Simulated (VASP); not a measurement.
Set up this calculation in VASP 6.6.1, as the native input.

* Task: single point
* Functional: PBE
* Potentials or basis: VASP PAW PBE potentials, release 64 (Mn_pv, Pr, Ti_sv)
* Cutoff: 600 eV
* k mesh: 6 × 6 × 6
* Occupations: fermi-dirac, width 0.1 eV
* Spin: no spin polarisation
* Dipole correction: no
* Further INCAR settings: ALGO = Normal; EDIFF = 1e-06; NBANDS = 33

The structure of PrTi2Mn lies in POSCAR:

```
PrTi2Mn
1.0
    2.1444795400      3.7143433600      0.0000000000
   -2.1444795400      3.7143433600      0.0000000000
    0.0000000000     -2.4762292500      5.3306516100
Mn Pr Ti
1 1 2
Direct
    0.5000000000      0.5000000000      0.5000000000
    0.0000000000      0.0000000000      0.0000000000
    0.1888000000      0.1888000000      0.5664000000
    0.8112000000      0.8112000000      0.4336000000
```

The input as run:

INCAR

```
  PREC = Accurate
  ENCUT = 600
  EDIFF = 1E-6
  ISMEAR = -1
  SIGMA = 0.1
  LREAL = False
  LASPH = True
  NELM = 200
  ALGO = Normal
  ISIF = 2
  LWAVE = False
  LCHARG = False
  GGA = PE
  NBANDS = 33
  GGA_COMPAT = False
  LMAXMIX = 6
```

KPOINTS

```
regular mesh
0
Gamma
  6 6 6
```

Potentials or basis: VASP PAW PBE potentials, release 64 (Mn_pv, Pr, Ti_sv).

Launch:

```bash
$ cat potpaw_PBE.64/Mn_pv/POTCAR potpaw_PBE.64/Pr/POTCAR potpaw_PBE.64/Ti_sv/POTCAR > POTCAR
$ mpirun -np 1 vasp_std > vasp.out
```

It gave:

- Pressure: 1.2 GPa
- Largest force: 1.764 eV/Å
- Band gap on the k mesh: zero (band 25 reaches 6.80 eV, above the bottom of band 26 at 6.69 eV)

Caveat: spin-orbit coupling is left out, which moves the levels of the heavy elements; without U or exact exchange the open f shell lies at the Fermi level, which spoils levels, moments and volumes; forces of over 1 eV/Å act on the atoms, so gaps and moduli don't describe the material at rest.

Wall time 6.5 min on 1 thread of AMD EPYC 7R43 64-Core Processor (Zen 3) (shared host), peak memory 0.27 GiB.
